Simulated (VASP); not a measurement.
# SnS2 (P-3m1) in VASP: settings compared

Aim: see how the results for SnS2 move with the level of theory and the settings. Levels: RPBE, LDA, revPBE+D3(BJ). Tasks: relaxation of cell and atoms.

Everything below comes from runs of VASP 6.6.1. Logs are shortened: lines on timing, memory, paths and dates and some standing lists are left out, and cuts for length are marked.

## 1. The cell of the first run

The structure is trigonal, space group P-3m1 (No. 164). The conventional cell has a = 3.639 Å, b = 3.639 Å, c = 5.868 Å, α = 90.00°, β = 90.00°, γ = 120.00°. Sn (site symmetry -3m) has 6 S at 2.56 Å within 3.4 Å. S (site symmetry 3m) has 3 Sn at 2.56 Å within 3.4 Å.

## 2. Relaxation of cell and atoms, RPBE

INCAR reads:

```
PREC     = Accurate       # precision mode
ENCUT    = 500            # plane-wave cutoff, eV
EDIFF    = 1E-7           # SCF threshold, eV
ISMEAR   = 0              # smearing method
SIGMA    = 0.01           # smearing width, eV
LREAL    = F              # projectors in reciprocal space
LASPH    = T              # aspherical terms in the spheres
NELM     = 120            # most SCF steps
ALGO     = Normal         # electronic algorithm
ISIF     = 3              # what is computed and relaxed
LWAVE    = F              # write WAVECAR
LCHARG   = F              # write CHGCAR
GGA      = RP             # functional
IBRION   = 2              # ionic algorithm
NSW      = 80             # ionic steps
EDIFFG   = -0.02          # ionic threshold
GGA_COMPAT= F            
NELMIN   = 4
```

KPOINTS reads:

```
regular mesh
0
Gamma
  12 12 4
```

POSCAR reads:

```
SnS2
1.0
    3.6390000000      0.0000000000      0.0000000000
   -1.8195000000      3.1514664444      0.0000000000
    0.0000000000      0.0000000000      5.8680000000
Sn S
1 2
Direct
    0.0000000000      0.0000000000      0.0000000000
    0.3333330000      0.6666670000      0.2500000000
    0.6666670000      0.3333330000      0.7500000000
```

Potentials or basis: VASP PAW PBE potentials, release 64 (Sn_d, S).

The run is started by

```console
$ cat potpaw_PBE.64/Sn_d/POTCAR potpaw_PBE.64/S/POTCAR > POTCAR
$ mpirun -np 1 vasp_std > vasp.out
```

OUTCAR:

```text
PREC = Accurate
   ENCUT = 500
   EDIFF = 1E-7
   ISMEAR = 0
   LREAL = F
   LASPH = T
   NELM = 120
   ISIF = 3
   GGA = RP
   IBRION = 2
   NSW = 80
   EDIFFG = -0.02
   NELMIN = 4

 ion  position               nearest neighbor table
   1  0.000  0.000  0.000-   2 2.56   3 2.56   3 2.56   2 2.56   3 2.56   2 2.56
   2  0.333  0.667  0.250-   1 2.56   1 2.56   1 2.56
   3  0.667  0.333  0.750-   1 2.56   1 2.56   1 2.56

  LATTYP: Found a hexagonal cell.
 ALAT       =     3.6390000000
 C/A-ratio  =     1.6125309151

  Lattice vectors:

 A1 = (   3.6390000000,   0.0000000000,   0.0000000000)
 A2 = (  -1.8195000000,   3.1514664444,   0.0000000000)
 A3 = (   0.0000000000,   0.0000000000,   5.8680000000)

Analysis of symmetry for initial positions (statically):
=====================================================================
 Subroutine PRICEL returns:
 Original cell was already a primitive cell.

 Routine SETGRP: Setting up the symmetry group for a
 hexagonal supercell.

 Subroutine GETGRP returns: Found 12 space group operations
 (whereof 12 operations were pure point group operations)
 out of a pool of 24 trial point group operations.

The static configuration has the point symmetry D_3d.

Analysis of symmetry for dynamics (positions and initial velocities):
=====================================================================
 Subroutine PRICEL returns:
 Original cell was already a primitive cell.

 Routine SETGRP: Setting up the symmetry group for a
 hexagonal supercell.

 Subroutine GETGRP returns: Found 12 space group operations
 (whereof 12 operations were pure point group operations)
 out of a pool of 24 trial point group operations.

The dynamic configuration has the point symmetry D_3d.

 Subroutine INISYM returns: Found 12 space group operations
 (whereof 12 operations are pure point group operations),
 and found     1 'primitive' translations

----------------------------------------------------------------------------------------

                                     Primitive cell

  volume of cell :      67.2953

  direct lattice vectors                    reciprocal lattice vectors
     3.639000000  0.000000000  0.000000000     0.274800769  0.158656298  0.000000000
    -1.819500000  3.151466444  0.000000000     0.000000000  0.317312596  0.000000000
     0.000000000  0.000000000  5.868000000     0.000000000  0.000000000  0.170415815

  length of vectors
     3.639000000  3.639000000  5.868000000     0.317312596  0.317312596  0.170415815

  position of ions in fractional coordinates (direct lattice)
     0.000000000  0.000000000  0.000000000
     0.333333000  0.666667000  0.250000000
     0.666667000  0.333333000  0.750000000

  ion indices of the primitive-cell ions
   primitive index   ion index
                 1           1
                 2           2
                 3           3

----------------------------------------------------------------------------------------

 KPOINTS: regular mesh

Automatic generation of k-mesh.
 Grid dimensions read from file:
 generate k-points for:   12   12    4

 Generating k-lattice:

  Cartesian coordinates                     Fractional coordinates (reciprocal lattice)
     0.022900064  0.013221358  0.000000000     0.083333333  0.000000000  0.000000000
     0.000000000  0.026442716  0.000000000     0.000000000  0.083333333  0.000000000
     0.000000000  0.000000000  0.042603954     0.000000000  0.000000000  0.250000000

  Length of vectors
     0.026442716  0.026442716  0.042603954

  Shift w.r.t. Gamma in fractional coordinates (k-lattice)
     0.000000000  0.000000000  0.000000000

 Subroutine IBZKPT returns following result:
 ===========================================

 Found     69 irreducible k-points:

 Following reciprocal coordinates:
            Coordinates               Weight
  0.000000  0.000000  0.000000      1.000000
  0.083333  0.000000  0.000000      6.000000
  0.166667  0.000000  0.000000      6.000000
  0.250000  0.000000  0.000000      6.000000
  0.333333  0.000000  0.000000      6.000000
[... 40 lines left out ...]
   NGX = 13   NGY = 13   NGZ = 21

--------------------------------------- Ionic step        1  -------------------------------------------

 number of electron      26.0000007 magnetization

 Free energy of the ion-electron system (eV)
  ---------------------------------------------------
  ext. energy  EPLUGINS =         0.00000000
  ---------------------------------------------------
  free energy    TOTEN  =       -12.13172980 eV

  energy without entropy =      -12.13172980  energy(sigma->0) =      -12.13172980

------------------------ aborting loop because EDIFF is reached ----------------------------------------

  FORCE on cell =-STRESS in cart. coord.  units (eV):
  Direction    XX          YY          ZZ          XY          YZ          ZX
  --------------------------------------------------------------------------------------
  -------------------------------------------------------------------------------------
  Total        2.6229339      2.6229339      2.5071854      0.0000000      0.0000000      0.0000000
  in kB       62.4472152     62.4472152     59.6914581      0.0000000      0.0000000      0.0000000
  external PRESSURE =      61.5286295 kB  Pullay stress =       0.0000000 kB
[... 92 lines left out ...]
  FREE ENERGIE OF THE ION-ELECTRON SYSTEM (eV)
  ---------------------------------------------------
  free  energy   TOTEN  =       -12.2213233374 eV

  energy  without entropy=      -12.2213233374  energy(sigma->0) =      -12.22132334

 E-fermi :   3.6571     XC(G=0):  -8.8036

 val. band max:        3.5374912371   @ k =   0.0000   0.0000   0.0000
 cond. band min:       5.0079031121   @ k =   0.5000   0.0000   0.2500
 fundamental gap:      1.4704118750
 Fermi energy:         3.6571409562

 k-point     1 :       0.0000    0.0000    0.0000
  band No.  band energies     occupation
      1     -17.3751      2.00000
      2     -17.3751      2.00000
      3     -17.3603      2.00000
      4     -17.3345      2.00000
      5     -17.3345      2.00000
      6      -9.6696      2.00000
[... 457 lines left out ...]
      4     -17.3390      2.00000
      5     -17.3311      2.00000
      6      -9.3543      2.00000
[... 9 lines left out ...]
     16       9.1808      0.00000
     17       9.3274      0.00000

 [... further k-points ...]

[... ionic steps 4 to 27 ...]

--------------------------------------- Ionic step       28  -------------------------------------------

 number of electron      25.9999999 magnetization

------------------------ aborting loop because EDIFF is reached ----------------------------------------
[... 69 lines left out ...]
--------------------------------------- Ionic step       30  -------------------------------------------

 number of electron      25.9999997 magnetization

 Free energy of the ion-electron system (eV)
  ---------------------------------------------------
  ext. energy  EPLUGINS =         0.00000000
  ---------------------------------------------------
  free energy    TOTEN  =       -12.34279069 eV

  energy without entropy =      -12.34279069  energy(sigma->0) =      -12.34279069

 E-fermi :   1.9857     XC(G=0):  -7.8773

 val. band max:        1.8964362619   @ k =   0.1667   0.0000   0.0000
 cond. band min:       3.5053987256   @ k =   0.5000   0.0000   0.5000
 fundamental gap:      1.6089624637
 Fermi energy:         1.9856783166

 k-point     1 :       0.0000    0.0000    0.0000
  band No.  band energies     occupation
      1     -18.8557      2.00000
      2     -18.8557      2.00000
      3     -18.8323      2.00000
      4     -18.8090      2.00000
      5     -18.8090      2.00000
      6     -11.1555      2.00000
[... 457 lines left out ...]
      4     -18.8147      2.00000
      5     -18.8070      2.00000
      6     -10.8738      2.00000
[... 9 lines left out ...]
     16       7.6541      0.00000
     17       7.8622      0.00000

 [... further k-points ...]

------------------------ aborting loop because EDIFF is reached ----------------------------------------

  FORCE on cell =-STRESS in cart. coord.  units (eV):
  Direction    XX          YY          ZZ          XY          YZ          ZX
  --------------------------------------------------------------------------------------
  -------------------------------------------------------------------------------------
  Total       -0.0387328     -0.0387328     -0.0131183      0.0000000      0.0000000      0.0000000
  in kB       -0.6987519     -0.6987519     -0.2366584      0.0000000      0.0000000      0.0000000
  external PRESSURE =      -0.5447207 kB  Pullay stress =       0.0000000 kB
[... 18 lines left out ...]
  FREE ENERGIE OF THE ION-ELECTRON SYSTEM (eV)
  ---------------------------------------------------
  free  energy   TOTEN  =       -12.3427906865 eV

  energy  without entropy=      -12.3427906865  energy(sigma->0) =      -12.34279069

 reached required accuracy - stopping structural energy minimisation
```

Run time: 9.4 min. Hardware: 1 thread of Intel Xeon 6975P-C (Granite Rapids), shared host; peak memory 0.25 GiB.

Results:

```yaml
Free_energy: -12.3428 eV
Relaxed_volume: 29.60 Å³/atom
Relaxed_cell: a = 3.738 Å, b = 3.738 Å, c = 7.339 Å, α = 90.00°, β = 90.00°, γ = 120.00°
Space_group_after_relaxing_to_0.1_Å: P-3m1 (No. 164)
Energy_gained_by_relaxing: 70.4 meV/atom
Ionic_steps: 30
Pressure_after_relaxing: -0.1 GPa
Largest_force_after_relaxing: 0.009 eV/Å
Band_gap_on_the_k_mesh: 1.61 eV (least direct gap 1.83 eV)
```

Forces in eV/Å, atoms in the order of the input:
```
Sn   0.000  0.000  0.000
S    0.000  0.000 -0.009
S    0.000  0.000  0.009
```

Step by step:
| step | energy change (eV) | largest force (eV/Å) | pressure (GPa) | volume (Å³) |
| --- | --- | --- | --- | --- |
| 1 | 0.0000 | 0.2738 | 6.15 | 67.30 |
| 2 | -0.0464 | 0.8448 | -3.02 | 76.04 |
| 3 | -0.0896 | 0.4336 | 0.19 | 72.21 |
| 4 | -0.1045 | 0.3302 | 0.15 | 72.96 |
| 5 | -0.1255 | 0.0282 | 0.09 | 75.27 |
| 6 | -0.1393 | 0.0298 | 0.11 | 75.97 |
| 7 | -0.1711 | 0.0250 | 0.28 | 78.04 |
| 8 | -0.1984 | 0.0256 | 0.99 | 81.98 |
| 9 | -0.1932 | 0.3720 | -1.54 | 87.47 |
| 10 | -0.2041 | 0.1445 | -0.14 | 84.25 |
| 11 | -0.2069 | 0.0687 | -0.25 | 85.43 |
| 12 | -0.2071 | 0.0459 | -0.28 | 85.80 |
| 13 | -0.2071 | 0.1038 | 0.56 | 85.31 |
| 14 | -0.2080 | 0.0282 | 0.14 | 85.55 |
| 15 | -0.2089 | 0.0079 | 0.15 | 85.81 |
| 16 | -0.2090 | 0.0265 | 0.16 | 85.94 |
| 17 | -0.2093 | 0.0782 | -0.18 | 86.73 |
| 18 | -0.2093 | 0.0644 | -0.09 | 86.52 |
| 19 | -0.2098 | 0.0413 | -0.08 | 86.79 |
| 20 | -0.2101 | 0.0071 | -0.06 | 87.19 |
| 21 | -0.2101 | 0.0002 | -0.06 | 87.27 |
| 22 | -0.2104 | 0.0177 | 0.08 | 87.33 |
| 23 | -0.2104 | 0.0297 | 0.16 | 87.37 |
| 24 | -0.2106 | 0.0152 | 0.12 | 87.56 |
| 25 | -0.2108 | 0.0219 | 0.02 | 88.03 |
| 26 | -0.2109 | 0.0218 | 0.00 | 88.15 |
| 27 | -0.2110 | 0.0211 | -0.05 | 88.49 |
| 28 | -0.2110 | 0.0193 | -0.16 | 89.17 |
| 29 | -0.2110 | 0.0201 | -0.09 | 88.77 |
| 30 | -0.2111 | 0.0094 | -0.05 | 88.81 |

Final structure:
```yaml
crystal:
  lattice:
    - [3.73813, 0.00000, 0.00000]
    - [-1.86906, 3.23731, 0.00000]
    - [0.00000, 0.00000, 7.33884]
  atoms:
    - { symbol: Sn, position: [0.00000, 0.00000, 0.00000] }
    - { symbol: S, position: [0.33333, 0.66667, 0.20160] }
    - { symbol: S, position: [0.66667, 0.33333, 0.79840] }
```

Caveat: the volume moved by over 15 % at a fixed basis, so the end points are rough; the PAW data sets were made with another functional, which shifts forces and pressure a little; spin-orbit coupling is left out, which moves the levels of the heavy elements; this functional lacks dispersion, which binds the layers, so the pressure and a relaxed spacing across them are unreliable. RPBE and its kin give volumes clearly too large for solids.

## 3. Relaxation of cell and atoms, LDA

INCAR reads:

```
ALGO = Normal
EDIFF = 1E-7
EDIFFG = -0.02
ENCUT = 500
GGA_COMPAT = F
IBRION = 2
ISIF = 3
ISMEAR = 0
LASPH = T
LCHARG = F
LREAL = F
LWAVE = F
NELM = 120
NELMIN = 4
NSW = 80
PREC = Accurate
SIGMA = 0.01
```

KPOINTS reads:

```
k-points
0
Gamma
  12 12 4
```

POSCAR is that of step 2.

Potentials or basis: VASP PAW LDA potentials, release 64 (Sn_d, S).

The run is started by

```console
$ cat potpaw_LDA.64/Sn_d/POTCAR potpaw_LDA.64/S/POTCAR > POTCAR
$ mpirun -np 1 vasp_std > vasp.out
```

Run time: 2.8 min. Hardware: 1 thread of Intel Xeon 6975P-C (Granite Rapids), shared host; peak memory 0.21 GiB.

Results (log left out):

```yaml
Free_energy: -15.0735 eV
Relaxed_volume: 21.63 Å³/atom
Relaxed_cell: a = 3.630 Å, b = 3.630 Å, c = 5.685 Å, α = 90.00°, β = 90.00°, γ = 120.00°
Space_group_after_relaxing_to_0.1_Å: P-3m1 (No. 164)
Energy_gained_by_relaxing: 2.0 meV/atom
Ionic_steps: 10
Pressure_after_relaxing: 0.0 GPa
Largest_force_after_relaxing: 0.005 eV/Å
Band_gap_on_the_k_mesh: 1.12 eV (least direct gap 1.62 eV)
```

Forces on the atoms (eV/Å):
```
Sn   0.000  0.000  0.000
S    0.000  0.000 -0.005
S    0.000  0.000  0.005
```

The path:
```
step  energy change (eV)  largest force (eV/Å)  pressure (GPa)  volume (Å³)
   1              0.0000                0.0024           -0.75        67.30
   2             -0.0007                0.1521            0.54        66.28
   3             -0.0014                0.0895            0.00        66.70
   4             -0.0021                0.0703            0.00        66.55
   5             -0.0033                0.0122           -0.01        66.10
   6             -0.0020                0.1048            0.04        65.22
   7             -0.0034                0.0158            0.01        65.88
   8             -0.0039                0.0145            0.01        65.78
   9             -0.0051                0.0115            0.01        65.48
  10             -0.0060                0.0054            0.04        64.88
```

Final structure:
```yaml
crystal:
  lattice:
    - [3.63012, 0.00000, 0.00000]
    - [-1.81506, 3.14378, 0.00000]
    - [0.00000, 0.00000, 5.68477]
  atoms:
    - { symbol: Sn, position: [0.00000, 0.00000, 0.00000] }
    - { symbol: S, position: [0.33333, 0.66667, 0.25821] }
    - { symbol: S, position: [0.66667, 0.33333, 0.74179] }
```

Levels at points of the mesh, in eV from the valence-band top:
```tsv
k point	band 9	band 10	band 11	band 12	band 13	band 14	band 15	band 16	band 17
(0.00, 0.00, 0.00)	-0.85	-0.85	-0.60	-0.60	-0.01	1.61	3.26	5.16	5.16
(0.50, 0.00, 0.00)	-4.63	-3.18	-2.86	-1.46	-0.43	1.52	4.10	5.45	5.69
(0.00, 0.00, 0.50)	-2.38	-0.98	-0.98	-0.39	-0.39	2.98	3.37	4.80	4.80
(0.50, 0.00, 0.50)	-5.27	-2.62	-1.96	-1.02	-0.95	1.25	4.29	5.13	6.17
```

Caveat: spin-orbit coupling is left out, which moves the levels of the heavy elements. Zero-point motion and thermal expansion aren't in these numbers.

## 4. Relaxation of cell and atoms, revPBE+D3(BJ)

INCAR reads:

```
SYSTEM = SnS2
ALGO     = Normal         ! electronic algorithm
EDIFF    = 1E-7           ! SCF threshold, eV
EDIFFG   = -0.02          ! ionic threshold
ENCUT    = 500            ! plane-wave cutoff, eV
GGA      = RE             ! functional
GGA_COMPAT= .False.      
IBRION   = 2              ! ionic algorithm
ISIF     = 3              ! what is computed and relaxed
ISMEAR   = 0              ! smearing method
IVDW     = 12             ! dispersion correction
LASPH    = .True.         ! aspherical terms in the spheres
LCHARG   = .False.        ! write CHGCAR
LREAL    = .False.        ! projectors in reciprocal space
LWAVE    = .False.        ! write WAVECAR
NELM     = 120            ! most SCF steps
NELMIN   = 4            
NSW      = 80             ! ionic steps
PREC     = Accurate       ! precision mode
SIGMA    = 0.01           ! smearing width, eV
```

KPOINTS reads:

```
k-points
0
Gamma
  12 12 4
  0 0 0
```

POSCAR is that of step 3.

Potentials or basis: VASP PAW PBE potentials, release 64 (Sn_d, S).

The run is started by

```console
$ cat potpaw_PBE.64/Sn_d/POTCAR potpaw_PBE.64/S/POTCAR > POTCAR
$ mpirun -np 1 vasp_std > vasp.out
```

Wall time 3.8 min (1 thread of Intel Xeon 6975P-C (Granite Rapids), shared host); peak memory 0.25 GiB.

Results (log left out):

```yaml
Free_energy: -14.1814 eV
Relaxed_volume: 21.62 Å³/atom
Relaxed_cell: a = 3.652 Å, b = 3.652 Å, c = 5.616 Å, α = 90.00°, β = 90.00°, γ = 120.00°
Space_group_after_relaxing_to_0.1_Å: P-3m1 (No. 164)
Energy_gained_by_relaxing: 6.9 meV/atom
Ionic_steps: 11
Pressure_after_relaxing: 0.0 GPa
Band_gap_on_the_k_mesh: 1.20 eV (least direct gap 1.71 eV)
Dispersion_energy_per_atom: -0.668 eV
```

Forces on the atoms (eV/Å):
```
Sn   0.000  0.000  0.000
S    0.000  0.000  0.002
S    0.000  0.000 -0.002
```

The path:
```csv
step,energy change (eV),largest force (eV/Å),pressure (GPa),volume (Å³)
1,0.0000,0.2866,0.62,67.30
2,-0.0034,0.0175,-1.02,68.14
3,-0.0040,0.0939,-0.56,67.89
4,-0.0077,0.0781,-0.47,67.45
5,-0.0159,0.0292,-0.14,66.12
6,-0.0155,0.0775,0.85,63.50
7,-0.0189,0.0065,0.28,64.95
8,-0.0201,0.0579,-0.46,65.10
9,-0.0204,0.0420,-0.24,65.06
10,-0.0199,0.0784,0.40,64.54
11,-0.0207,0.0023,-0.01,64.87
```

Final structure:
```
Sn S
1.0
     3.65211    0.00000    0.00000
    -1.82605    3.16282    0.00000
     0.00000    0.00000    5.61569
Sn S
1 2
Cartesian
  0.0000 0.0000 5.6157
  0.0000 2.1085 1.4778
  1.8261 1.0543 4.1378
```

Levels at points of the mesh, in eV from the valence-band top:
| k point | band 9 | band 10 | band 11 | band 12 | band 13 | band 14 | band 15 | band 16 | band 17 |
| --- | --- | --- | --- | --- | --- | --- | --- | --- | --- |
| (0.00, 0.00, 0.00) | -0.90 | -0.90 | -0.73 | -0.73 | -0.01 | 1.70 | 3.42 | 5.26 | 5.26 |
| (0.50, 0.00, 0.00) | -4.50 | -3.22 | -2.87 | -1.52 | -0.49 | 1.63 | 4.25 | 5.55 | 5.66 |
| (0.00, 0.00, 0.50) | -2.37 | -1.06 | -1.06 | -0.48 | -0.48 | 3.05 | 3.53 | 4.84 | 4.84 |
| (0.50, 0.00, 0.50) | -5.21 | -2.58 | -1.94 | -1.07 | -1.06 | 1.36 | 4.48 | 5.27 | 6.32 |

Caveat: the PAW data sets were made with another functional, which shifts forces and pressure a little; spin-orbit coupling is left out, which moves the levels of the heavy elements. A k mesh can miss the band edges.

## 5. Summary

| level | potentials or basis | gap on the mesh (eV) | pressure (GPa) | relaxed volume (Å³/atom) | largest force (eV/Å) |
| --- | --- | --- | --- | --- | --- |
| RPBE | VASP PAW PBE potentials, release 64 (Sn_d, S) | 1.61 | -0.1 | 29.60 | 0.01 |
| LDA | VASP PAW LDA potentials, release 64 (Sn_d, S) | 1.12 | 0.0 | 21.63 | 0.01 |
| revPBE+D3(BJ) | VASP PAW PBE potentials, release 64 (Sn_d, S) | 1.20 | 0.0 | 21.62 | - |

Alike in all rows: task relaxation of cell and atoms; no spin polarisation; cell relaxed; k mesh 12 × 12 × 4; cutoff (eV) 500; smearing gaussian 0.01 eV.

Caveats: spin-orbit coupling is left out, which moves the levels of the heavy elements; the PAW data sets were made with another functional, which shifts forces and pressure a little (at least some runs); the volume moved by over 15 % at a fixed basis, so the end points are rough (at least some runs); this functional lacks dispersion, which binds the layers, so the pressure and a relaxed spacing across them are unreliable (at least some runs).

Total energies depend on the potentials used, so only differences within one code and one set of settings carry meaning.
